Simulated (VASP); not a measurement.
Wanted: the native input for a VASP 6.6.1 run.

```yaml
Task: relaxation of cell and atoms
Functional: PBE
Potentials_or_basis: VASP PAW PBE potentials, release 64 (Be, Zn, Se)
Cutoff: 600 eV
k_mesh: 6 × 6 × 4
Occupations: gaussian, width 0.1 eV
Spin: no spin polarisation
Dipole_correction: no
Further_INCAR_settings: ALGO = Normal; EDIFF = 1e-06; IBRION = 2; EDIFFG = -0.04; NSW = 90; ISIF = 3
```

The structure of BeZnSe2 lies in POSCAR:

```
BeZnSe2
1.0
    3.9817068800      0.0000000000      0.0000000000
   -1.9908534400      3.4482593100      0.0000000000
    0.0000000000      0.0000000000      6.1344495700
Be Zn Se
1 1 2
Direct
    0.3333333300      0.6666666700      0.0000000000
    0.6666666700      0.3333333300      0.5000000000
    0.6666666700      0.3333333300      0.0000000000
    0.0000000000      0.0000000000      0.0000000000
```

These files were run (other wordings do the same):

INCAR

```
PREC     = Accurate       # precision mode
ENCUT    = 600            # plane-wave cutoff, eV
EDIFF    = 1E-6           # SCF threshold, eV
ISMEAR   = 0              # smearing method
SIGMA    = 0.1            # smearing width, eV
LREAL    = False          # projectors in reciprocal space
LASPH    = True           # aspherical terms in the spheres
NELM     = 60             # most SCF steps
ALGO     = Normal         # electronic algorithm
ISIF     = 3              # what is computed and relaxed
LWAVE    = False          # write WAVECAR
LCHARG   = False          # write CHGCAR
GGA      = PE             # functional
IBRION   = 2              # ionic algorithm
NSW      = 90             # ionic steps
EDIFFG   = -0.04          # ionic threshold
```

KPOINTS

```
regular mesh
0
Gamma
  6 6 4
```

Potentials or basis: VASP PAW PBE potentials, release 64 (Be, Zn, Se).

The run is started by

```console
$ cat potpaw_PBE.64/Be/POTCAR potpaw_PBE.64/Zn/POTCAR potpaw_PBE.64/Se/POTCAR > POTCAR
$ mpirun -np 1 vasp_std > vasp.out
```

It gave:

```json
{
  "Relaxed volume": "25.90 Å³/atom",
  "Relaxed cell": "a = 4.655 Å, b = 4.655 Å, c = 5.522 Å, α = 90.00°, β = 90.00°, γ = 120.00°",
  "Space group after relaxing (to 0.05 Å)": "P-6m2 (No. 187)",
  "Energy gained by relaxing": "691.6 meV/atom",
  "Ionic steps": "10",
  "Pressure after relaxing": "0.2 GPa",
  "Band gap on the k mesh": "zero (band 13 reaches 2.89 eV, above the bottom of band 14 at 1.15 eV)"
}
```

Caveat: the volume moved by over 15 % at a fixed basis, so the end points are rough.

Run time: 2 min on 1 thread of Intel(R) Xeon(R) 6975P-C (Granite Rapids), with other jobs on the host, peak memory 0.25 GiB.
